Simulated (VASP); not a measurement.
**Ti2Al3Ru: relaxation of cell and atoms with PBE**

The system is Ti2Al3Ru.

```
CELL_PARAMETERS angstrom
5.06937 0.00000 0.00000
-2.53468 4.39020 0.00000
0.00000 0.00000 4.58697
ATOMIC_POSITIONS crystal
Ti 0.33333 0.66667 0.00000
Ti 0.66667 0.33333 0.00000
Al 0.50000 0.00000 0.50000
Al 0.50000 0.50000 0.50000
Al 0.00000 0.50000 0.50000
Ru 0.00000 0.00000 0.00000
```

The cell was built from a structure type or drawn by symmetry, and may not be a known phase.

- Program: VASP 6.6.1
- Task: relaxation of cell and atoms
- Functional: PBE
- Potentials or basis: VASP PAW PBE potentials, release 64 (Ti_sv, Al, Ru_pv)
- Cutoff: 600 eV
- k mesh: 12 × 12 × 8
- Occupations: gaussian, width 0.1 eV
- Spin: no spin polarisation
- Dipole correction: no
- Further INCAR settings: ALGO = Fast; EDIFF = 1e-06; IBRION = 2; EDIFFG = -0.01; NSW = 100; ISIF = 3

| Property | Result |
| --- | --- |
| Relaxed volume | 16.98 Å³/atom |
| Relaxed cell | a = 5.063 Å, b = 5.063 Å, c = 4.590 Å, α = 90.00°, β = 90.00°, γ = 120.00° |
| Space group after relaxing (to 0.1 Å) | P6/mmm (No. 191) |
| Energy gained by relaxing | 0.0 meV/atom |
| Ionic steps | 2 |
| Pressure after relaxing | 0.1 GPa |
| Band gap on the k mesh | zero (an odd number of electrons rules out a gap without spin polarisation) |

Step by step:
```tsv
step	energy change (eV)	largest force (eV/Å)	pressure (GPa)	volume (Å³)
1	0.0000	0.0000	-0.13	102.09
2	-0.0001	0.0000	0.07	101.88
```

Final structure:
```yaml
crystal:
  lattice:
    - [5.06270, 0.00000, 0.00000]
    - [-2.53135, 4.38442, 0.00000]
    - [0.00000, 0.00000, 4.58984]
  atoms:
    - { symbol: Ti, position: [0.33333, 0.66667, 0.00000] }
    - { symbol: Ti, position: [0.66667, 0.33333, 0.00000] }
    - { symbol: Al, position: [0.50000, 0.00000, 0.50000] }
    - { symbol: Al, position: [0.50000, 0.50000, 0.50000] }
    - { symbol: Al, position: [0.00000, 0.50000, 0.50000] }
    - { symbol: Ru, position: [0.00000, 0.00000, 0.00000] }
```

Levels at points of the mesh, in eV from the Fermi level:
| k point | band 20 | band 21 | band 22 | band 23 | band 24 | band 25 | band 26 | band 27 |
| --- | --- | --- | --- | --- | --- | --- | --- | --- |
| (0.00, 0.00, 0.00) | -1.45 | -1.45 | -1.03 | -0.79 | -0.79 | -0.16 | -0.16 | 1.75 |
| (0.50, 0.00, 0.00) | -1.58 | -1.55 | -1.00 | -0.22 | 0.36 | 0.66 | 1.16 | 1.65 |
| (0.00, 0.00, 0.50) | -1.90 | -1.36 | -0.11 | -0.11 | 0.15 | 0.32 | 0.45 | 0.45 |
| (0.50, 0.00, 0.50) | -0.88 | -0.80 | -0.27 | -0.09 | 0.03 | 0.12 | 0.58 | 0.88 |

It took 11 min on 1 thread of Intel(R) Xeon(R) 6975P-C (Granite Rapids) (shared host), peak memory 0.5 GiB.
